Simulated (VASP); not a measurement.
Input of a VASP 6.6.1 run:

File INCAR:

```
SYSTEM = Ag
PREC = Accurate ; ENCUT = 520
EDIFF = 1E-7 ; ISMEAR = 1
SIGMA = 0.15 ; LREAL = .FALSE.
LASPH = .TRUE. ; NELM = 100
ALGO = Normal ; ISIF = 2
LWAVE = .FALSE. ; LCHARG = .FALSE.
GGA = PS ; IVDW = 12
NBANDS = 12
```

Contents of KPOINTS:

```
regular mesh
0
G
  6 6 6
  0 0 0
```

File POSCAR:

```
Ag
1.0
    4.1102480000      0.0000000000      0.0000000000
    0.0000000000      4.1102480000      0.0000000000
    0.0000000000      0.0000000000      4.1102480000
Ag
1
Direct
    0.5000000000      0.5000000000      0.5000000000
```

Potentials or basis: VASP PAW PBE potentials, release 64 (Ag).

The run is started by

```bash
$ cat potpaw_PBE.64/Ag/POTCAR > POTCAR
$ mpirun -np 1 vasp_std > vasp.out
```

(1) Predict the pressure.

(2) Estimate the dispersion energy per atom.

Answers

(1) -3.3 GPa.

(2) -0.199 eV.

Caveat: three body term missing; the PAW data sets were made with another functional, which shifts forces and pressure a little; pairwise dispersion overbinds metals, which lowers pressure and volume.
